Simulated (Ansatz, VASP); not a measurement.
**Two plane-wave programs on Co**

Contents of INCAR:

```
PREC = Accurate ; ENCUT = 520
EDIFF = 1E-8 ; ISMEAR = -1
SIGMA = 0.05 ; LREAL = F
LASPH = T ; NELM = 150
ALGO = Normal ; ISIF = 2
LWAVE = F ; LCHARG = F
ISPIN = 2 ; MAGMOM = 2 2
LORBIT = 11 ; LMAXMIX = 4
GGA = PE ; LEFG = T
NBANDS = 20
```

Contents of KPOINTS:

```
Automatic mesh
0
Gamma
  14 14 8
```

The input POSCAR:

```
Co
1.0
    2.5074000000      0.0000000000      0.0000000000
   -1.2537000000      2.1714720974      0.0000000000
    0.0000000000      0.0000000000      4.0699000000
Co
2
Direct
    0.3333333333      0.6666666667      0.2500000000
    0.6666666667      0.3333333333      0.7500000000
```

Input for Ansatz:

```yaml
crystal:
  lattice:
    - [2.5074, 0.0, 0.0]
    - [-1.2537, 2.1714720974, 0.0]
    - [0.0, 0.0, 4.0699]
  atoms:
    - { symbol: Co, position: [0.3333333333, 0.6666666667, 0.25], spin: 2.0 }
    - { symbol: Co, position: [0.6666666667, 0.3333333333, 0.75], spin: 2.0 }
magnetization:
  spin_polarized: true
kpoints:
  mp_grid: { grid: [14, 14, 8] }
scf:
  occupations: { method: fermi_dirac, width: 0.05 }
hamiltonian:
  xc: pbe
  pseudopotentials: { kind: paw }
output:
  forces: true
  stress: true
  populations: true
  efg: { quadrupole_moments_barn: { Co: 0.42 }, contact_densities: true }
  write_density: true
  write_potential: true
  elf: true
  volumetric_format: npy
```

Alike in both runs: task electric field gradients; functional PBE; k mesh 14 × 14 × 8; occupations fermi-dirac, width 0.05 eV; collinear spin.

|  | VASP | Ansatz |
| --- | --- | --- |
| version | VASP 6.6.1 | Ansatz 0.2.0 |
| potentials or method | VASP PAW PBE potentials, release 64 (Co) | plane-wave PAW, scalar-relativistic |
| plane-wave cutoff (eV) | 520 | 420 |
| valence electrons in the cell | 18 | 34 |

Ansatz gave:

| Property | Result |
| --- | --- |
| pressure (GPa) | -4.1 |
| traceless stress, the component that is largest in VASP (GPa) | -0.95 |
| net moment per atom (μB) | 1.62 |
| size of the moment on the site where the two differ most (μB) | 1.70 |
| size of Vzz on the site where it differs most (V/Å²) | 2.0 |

Question: What did VASP give for the same quantities?

Answer: Pressure (GPa): -4.9; traceless stress, the component that is largest in VASP (GPa): -0.98; net moment per atom (μB): 1.60; size of the moment on the site where the two differ most (μB): 1.63; size of Vzz on the site where it differs most (V/Å²): 2.5.

Site moments also hang on the region over which each program counts them. VASP's potentials hold 18 valence electrons a cell and Ansatz's 34, so a difference there can come from the potentials and not from the codes.
